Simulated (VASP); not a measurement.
# Sr in VASP: a series of runs

Runs on Sr. Level: PBEsol. Tasks: single point.

All numbers are computed with VASP 6.6.1; they aren't measurements. Logs are shortened: lines on timing, memory, paths and dates and some standing lists are left out, and cuts for length are marked.

## (1) The cell of the first run

The structure is orthorhombic, space group Immm (No. 71). The conventional cell has a = 4.141 Å, b = 4.175 Å, c = 5.965 Å, α = 90.00°, β = 90.00°, γ = 90.00°. Within 5.4 Å of Sr (site symmetry mmm) lie 12 Sr at 4.14 to 4.19 Å.

## (2) Single point, PBEsol (uniaxial strain along a: -1.0 %, then relaxed in part)

Contents of INCAR:

```
PREC = Accurate
ENCUT = 520
EDIFF = 1E-7
ISMEAR = 0
SIGMA = 0.1
LREAL = F
LASPH = T
NELM = 100
ALGO = Fast
ISIF = 2
LWAVE = F
LCHARG = T
GGA = PS
LELF = T
LVHAR = T
NBANDS = 17
```

Contents of KPOINTS:

```
regular mesh
0
Gamma
  12 12 10
```

Contents of POSCAR:

```
Sr
1.0
    2.9283402038      2.9283402038      0.0000000000
   -2.9522458017      2.9522458017      0.0000000000
    0.0000000000      0.0000000000      5.9651800830
Sr
2
Direct
    0.0000000000      0.0000000000      0.0000000000
    0.5000000000      0.5000000000      0.5000000000
```

Potentials or basis: VASP PAW PBE potentials, release 64 (Sr_sv).

Command:

```bash
$ cat potpaw_PBE.64/Sr_sv/POTCAR > POTCAR
$ mpirun -np 1 vasp_std > vasp.out
```

OUTCAR:

```text
PREC = Accurate
   ENCUT = 520
   EDIFF = 1E-7
   ISMEAR = 0
   LREAL = F
   LASPH = T
   NELM = 100
   ISIF = 2
   GGA = PS

 ion  position               nearest neighbor table
   1  0.000  0.000  0.000-   2 4.19   2 4.19   2 4.19   2 4.19   2 4.19   2 4.19   2 4.19   2 4.19

   2  0.500  0.500  0.500-   1 4.19   1 4.19   1 4.19   1 4.19   1 4.19   1 4.19   1 4.19   1 4.19

  LATTYP: Found a simple orthorhombic cell.
 ALAT       =     4.1412984315
 B/A-ratio  =     1.0081635316
 C/A-ratio  =     1.4404129965

  Lattice vectors:

 A1 = (   2.9283402038,   2.9283402038,   0.0000000000)
 A2 = (  -2.9522458017,   2.9522458017,   0.0000000000)
 A3 = (   0.0000000000,   0.0000000000,   5.9651800830)

Analysis of symmetry for initial positions (statically):
=====================================================================
 Subroutine PRICEL returns following result:

  LATTYP: Found a body centered orthorhombic cell.
 ALAT       =     4.1412984315
 B/A-ratio  =     1.0081635316
 C/A-ratio  =     1.4404129965

  Lattice vectors:

 A1 = (   0.0119527989,  -2.9402930028,  -2.9825900415)
 A2 = (  -0.0119527989,   2.9402930028,  -2.9825900415)
 A3 = (   2.9402930028,  -0.0119527989,   2.9825900415)

   2 primitive cells build up your supercell.

 Routine SETGRP: Setting up the symmetry group for a
 simple orthorhombic supercell.

 Subroutine GETGRP returns: Found  8 space group operations
 (whereof  8 operations were pure point group operations)
 out of a pool of  8 trial point group operations.

The static configuration has the point symmetry D_2h.

Analysis of symmetry for dynamics (positions and initial velocities):
=====================================================================
 Subroutine PRICEL returns following result:

  LATTYP: Found a body centered orthorhombic cell.
 ALAT       =     4.1412984315
 B/A-ratio  =     1.0081635316
 C/A-ratio  =     1.4404129965

  Lattice vectors:

 A1 = (   0.0119527989,  -2.9402930028,  -2.9825900415)
 A2 = (  -0.0119527989,   2.9402930028,  -2.9825900415)
 A3 = (   2.9402930028,  -0.0119527989,   2.9825900415)

   2 primitive cells build up your supercell.

 Routine SETGRP: Setting up the symmetry group for a
 simple orthorhombic supercell.

 Subroutine GETGRP returns: Found  8 space group operations
 (whereof  8 operations were pure point group operations)
 out of a pool of  8 trial point group operations.

The dynamic configuration has the point symmetry D_2h.

 Subroutine INISYM returns: Found  8 space group operations
 (whereof  8 operations are pure point group operations),
 and found     2 'primitive' translations

----------------------------------------------------------------------------------------

                                     Primitive cell

  volume of cell :      51.5701

  direct lattice vectors                    reciprocal lattice vectors
     0.011952799 -2.940293003 -2.982590042     0.169362592 -0.169362592 -0.167639532
    -0.011952799  2.940293003 -2.982590041     0.170745188  0.170745188 -0.167639532
     2.940293003 -0.011952799  2.982590042     0.340107780  0.001382597  0.000000000

  length of vectors
     4.188234612  4.188234612  4.188234612     0.292353190  0.293957228  0.340110590

  position of ions in fractional coordinates (direct lattice)
     0.000000000  0.000000000  0.000000000

  ion indices of the primitive-cell ions
   primitive index   ion index
                 1           1

----------------------------------------------------------------------------------------

 KPOINTS: regular mesh

Automatic generation of k-mesh.
 Grid dimensions read from file:
 generate k-points for:   12   12   10

 Generating k-lattice:

  Cartesian coordinates                     Fractional coordinates (reciprocal lattice)
     0.014228766  0.014228766  0.000000000     0.083333333  0.000000000  0.000000000
    -0.014113549  0.014113549  0.000000000     0.000000000  0.083333333  0.000000000
     0.000000000  0.000000000  0.016763953     0.000000000  0.000000000  0.100000000

  Length of vectors
     0.020122513  0.019959573  0.016763953

  Shift w.r.t. Gamma in fractional coordinates (k-lattice)
     0.000000000  0.000000000  0.000000000

 Subroutine IBZKPT returns following result:
 ===========================================

 Found    294 irreducible k-points:

 Following reciprocal coordinates:
            Coordinates               Weight
  0.000000  0.000000  0.000000      1.000000
  0.083333  0.000000  0.000000      2.000000
  0.166667  0.000000  0.000000      2.000000
  0.250000  0.000000  0.000000      2.000000
  0.333333  0.000000  0.000000      2.000000
  0.416667  0.000000  0.000000      2.000000
[... 16 lines left out ...]
  0.083333  0.250000  0.000000      4.000000
  0.166667  0.250000  0.000000      4.000000
 [... further k-points ...]
   k-points           NKPTS =    294   k-points in BZ     NKDIM =    294   number of bands    NBANDS=     17
   number of dos      NEDOS =    301   number of ions     NIONS =      2
   total plane-waves  NPLWV =  49152
   dimension x,y,z NGX =    32 NGY =   32 NGZ =   48
   dimension x,y,z NGXF=    64 NGYF=   64 NGZF=   96
   ions per type =               2
   NGX,Y,Z   is equivalent  to a cutoff of  12.85, 12.74, 13.38 a.u.
   NGXF,Y,Z  is equivalent  to a cutoff of  25.69, 25.48, 26.75 a.u.
 SYSTEM =  unknown system
   PREC   = accura    normal or accurate (medium, high low for compatibility)
   ISTART =      0    job   : 0-new  1-cont  2-samecut
   ICHARG =      2    charge: 1-file 2-atom 10-const
   ISPIN  =      1    spin polarized calculation?
   LNONCOLLINEAR =      F non collinear calculations
   LSORBIT =      F    spin-orbit coupling
   LASPH  =      T    aspherical Exc in radial PAW
   ENCUT  =  520.0 eV  38.22 Ry    6.18 a.u.   7.70  7.76 11.09*2*pi/ulx,y,z
   NELM   =    100;   NELMIN=  2; NELMDL= -5     # of ELM steps
   EDIFF  = 0.1E-06   stopping-criterion for ELM
   LREAL  =      F    real-space projection
   EDIFFG = 0.1E-05   stopping-criterion for IOM
   NSW    =      0    number of steps for IOM
   IBRION =     -1    ionic relax: 0-MD 1-quasi-New 2-CG
   NFREE  =      0    steps in history (QN), initial steepest desc. (CG)
   ISIF   =      2    stress and relaxation
   ISYM   =      2    0-nonsym 1-usesym 2-fastsym
   POTIM  = 0.5000    time-step for ionic-motion
   TEBEG  =    0.0;   TEEND  =   0.0 temperature during run
   PSTRESS=    0.0 pullay stress
   NELECT =      20.0000    total number of electrons
   NUPDOWN=      -1.0000    fix difference up-down
   EMIN   =  10.00;   EMAX   =-10.00  energy-range for DOS
   EFERMI =   0.00;   METHOD = LEGACY
   ISMEAR =     0;   SIGMA  =   0.10  broadening in eV -4-tet -1-fermi 0-gaus
   EFERMI_NEDOS =   21; number of points for ismear=-14 and -15
   IALGO  =     68    algorithm
   IMIX   =      4    mixing-type and parameters
     AMIX     =   0.40;   BMIX     =  1.00
     AMIX_MAG =   1.60;   BMIX_MAG =  1.00
  volume/ion in A,a.u.               =      51.57       348.01
  Fermi-wavevector in a.u.,A,eV,Ry     =   0.947565  1.790638 12.216389  0.897879
  Thomas-Fermi vector in A             =   2.075670
   LORBIT       =      0    0 simple, 1 ext, 2 COOP (PROOUT), +10 PAW based schemes
   GGA     = PS    functional components
   LHFCALC =     F    Hartree Fock is set to
   AEXX    =    0.0000 exact exchange contribution
   IVDW    =     0    specifies the selected vdW correction
   LEPSILON=     F    determine dielectric tensor
   LRPA    =     F    only Hartree local field effects (RPA)
 non-spin polarized calculation
 RMM-DIIS sequential band-by-band and
 Gauss-broadening in eV      SIGMA  =   0.10
  energy-cutoff  :      520.00
  volume of cell :      103.14
 maximum number of plane-waves:      2800
 NGX is ok and might be reduce to    32
   NGX = 15   NGY = 15   NGZ = 23

 number of electron      20.0000001 magnetization

 Free energy of the ion-electron system (eV)
  ---------------------------------------------------
  ext. energy  EPLUGINS =         0.00000000
  ---------------------------------------------------
  free energy    TOTEN  =        -3.68522671 eV

  energy without entropy =       -3.67421888  energy(sigma->0) =       -3.67972280

 E-fermi :   1.7372     XC(G=0):  -7.6334

 val. band max:        1.7357947319   @ k =   0.2500   0.4167   0.3000
 cond. band min:       1.7472143533   @ k =   0.5000   0.3333   0.5000
 fundamental gap:      0.0114196214
 Fermi energy:         1.7371725721

 k-point     1 :       0.0000    0.0000    0.0000
  band No.  band energies     occupation
      1     -34.6963      2.00000
      2     -34.6717      2.00000
      3     -16.8194      2.00000
      4     -16.6717      2.00000
      5     -16.6687      2.00000
      6     -16.5863      2.00000
[... 9 lines left out ...]
     16       5.6305      0.00000
     17       5.7632      0.00000

 k-point     2 :       0.0833    0.0000    0.0000
  band No.  band energies     occupation
      1     -34.6954      2.00000
      2     -34.6716      2.00000
      3     -16.8145      2.00000
      4     -16.6771      2.00000
      5     -16.6694      2.00000
      6     -16.5950      2.00000
[... 9 lines left out ...]
     16       5.6241      0.00000
     17       5.6562      0.00000

 k-point     3 :       0.1667    0.0000    0.0000
  band No.  band energies     occupation
      1     -34.6928      2.00000
      2     -34.6715      2.00000
      3     -16.8004      2.00000
      4     -16.6996      2.00000
      5     -16.6627      2.00000
      6     -16.6266      2.00000
[... 9 lines left out ...]
     16       5.3952      0.00000
     17       5.7586      0.00000

 k-point     4 :       0.2500    0.0000    0.0000
  band No.  band energies     occupation
      1     -34.6891      2.00000
      2     -34.6716      2.00000
      3     -16.7784      2.00000
      4     -16.7292      2.00000
      5     -16.6703      2.00000
      6     -16.6527      2.00000
[... 9 lines left out ...]
     16       5.0906      0.00000
     17       5.2817      0.00000
[... 343 lines left out ...]
      1     -34.6894      2.00000
      2     -34.6720      2.00000
      3     -16.7790      2.00000
      4     -16.7264      2.00000
      5     -16.6658      2.00000
      6     -16.6506      2.00000
[... 9 lines left out ...]
     16       5.1358      0.00000
     17       5.3572      0.00000

 k-point    23 :       0.0833    0.2500    0.0000
  band No.  band energies     occupation
      1     -34.6887      2.00000
      2     -34.6718      2.00000
      3     -16.7752      2.00000
      4     -16.7265      2.00000
      5     -16.6687      2.00000
      6     -16.6571      2.00000
[... 9 lines left out ...]
     16       4.8977      0.00000
     17       4.9535      0.00000

 k-point    24 :       0.1667    0.2500    0.0000
  band No.  band energies     occupation
      1     -34.6865      2.00000
      2     -34.6714      2.00000
      3     -16.7643      2.00000
      4     -16.7302      2.00000
      5     -16.6803      2.00000
      6     -16.6709      2.00000
[... 9 lines left out ...]
     16       4.6600      0.00000
     17       4.7008      0.00000

 [... further k-points ...]

------------------------ aborting loop because EDIFF is reached ----------------------------------------

  FORCE on cell =-STRESS in cart. coord.  units (eV):
  Direction    XX          YY          ZZ          XY          YZ          ZX
  --------------------------------------------------------------------------------------
  -------------------------------------------------------------------------------------
  Total        0.0770282      0.0770282      0.0096433      0.0671649      0.0000000      0.0000000
  in kB        1.1965554      1.1965554      0.1497995      1.0433392      0.0000000      0.0000000
  external PRESSURE =       0.8476368 kB  Pullay stress =       0.0000000 kB

 VOLUME and BASIS-vectors are now :
 -----------------------------------------------------------------------------
  energy-cutoff  :      520.00
  volume of cell :      103.14
      direct lattice vectors                 reciprocal lattice vectors
     2.928340204  2.928340204  0.000000000     0.170745188  0.170745188  0.000000000
    -2.952245802  2.952245802  0.000000000    -0.169362592  0.169362592  0.000000000
     0.000000000  0.000000000  5.965180083     0.000000000  0.000000000  0.167639532

 POSITION                                       TOTAL-FORCE (eV/Angst)
 -----------------------------------------------------------------------------------
      0.00000      0.00000      0.00000         0.000000     -0.000000      0.000000
     -0.01195      2.94029      2.98259        -0.000000      0.000000     -0.000000
 -----------------------------------------------------------------------------------
    total drift:                               -0.000000      0.000000     -0.000000

  FREE ENERGIE OF THE ION-ELECTRON SYSTEM (eV)
  ---------------------------------------------------
  free  energy   TOTEN  =        -3.6852267132 eV

  energy  without entropy=       -3.6742188785  energy(sigma->0) =       -3.67972280
```

It took 15 min on 1 thread of Intel Xeon 8259CL, shared host; peak memory 0.55 GiB.

Results:

| Item | Value |
| --- | --- |
| Free energy | -3.6852 eV |
| Pressure | 0.1 GPa |
| Band gap on the k mesh | zero (bands 10 and 11 overlap by 0.02 eV) |

Stress tensor (GPa, compression positive):
```
0.12 0.10 0.00
0.10 0.12 0.00
0.00 0.00 0.01
```

Caveat: the cell differs from its parent crystal (uniaxial strain along a: -1.0 %, then relaxed in part); the PAW data sets were made with another functional, which shifts forces and pressure a little.

## (3) Single point, PBEsol (biaxial strain in the a-b plane: -1.0 %, then relaxed in part)

Contents of INCAR:

```
ALGO = Fast
EDIFF = 1E-6
ENCUT = 520
GGA = PS
ISIF = 2
ISMEAR = 0
LASPH = True
LCHARG = False
LREAL = False
LWAVE = False
NBANDS = 17
NELM = 60
PREC = Accurate
SIGMA = 0.1
```

Contents of KPOINTS:

```
k-points
0
Gamma
  12 12 10
```

Contents of POSCAR:

```
Sr
1.0
    2.9283402051      2.9283402051      0.0000000000
   -2.9283402051      2.9283402051      0.0000000000
    0.0000000000      0.0000000000      5.9973387671
Sr
2
Direct
    0.0000000000      0.0000000000      0.0000000000
    0.5000000000      0.5000000000      0.5000000000
```

Potentials or basis: VASP PAW PBE potentials, release 64 (Sr_sv).

Command:

```bash
$ cat potpaw_PBE.64/Sr_sv/POTCAR > POTCAR
$ mpirun -np 1 vasp_std > vasp.out
```

It took 2.4 min on 1 thread of AMD EPYC 9R45 (Zen 5), shared host; peak memory 0.36 GiB.

It converged, with:

```
Free energy            : -3.6848 eV
Pressure               : 0.1 GPa
Band gap on the k mesh : zero (bands 10 and 11 overlap by 0.02 eV)
```

Stress tensor (GPa, compression positive):
```
0.17 0.00 0.00
0.00 0.17 0.00
0.00 0.00 0.01
```

Levels at points of the mesh, in eV from the Fermi level:
```tsv
k point	band 8	band 9	band 10	band 11	band 12	band 13
(0.00, 0.00, 0.00)	-18.32	-3.78	-0.78	0.29	1.05	2.29
(0.50, 0.00, 0.00)	-18.35	-1.34	-1.34	0.77	0.77	1.21
(0.50, 0.50, 0.00)	-18.41	-0.72	-0.72	0.24	0.24	1.26
(0.00, 0.00, 0.50)	-18.36	-2.50	-2.50	1.07	1.07	2.05
(0.50, 0.00, 0.50)	-18.35	-1.20	-1.20	0.15	0.15	2.13
(0.50, 0.50, 0.50)	-18.41	-0.01	-0.01	0.67	0.67	0.67
```

Caveat: the cell differs from its parent crystal (biaxial strain in the a-b plane: -1.0 %, then relaxed in part); the PAW data sets were made with another functional, which shifts forces and pressure a little.

[end of part 1 of 2]
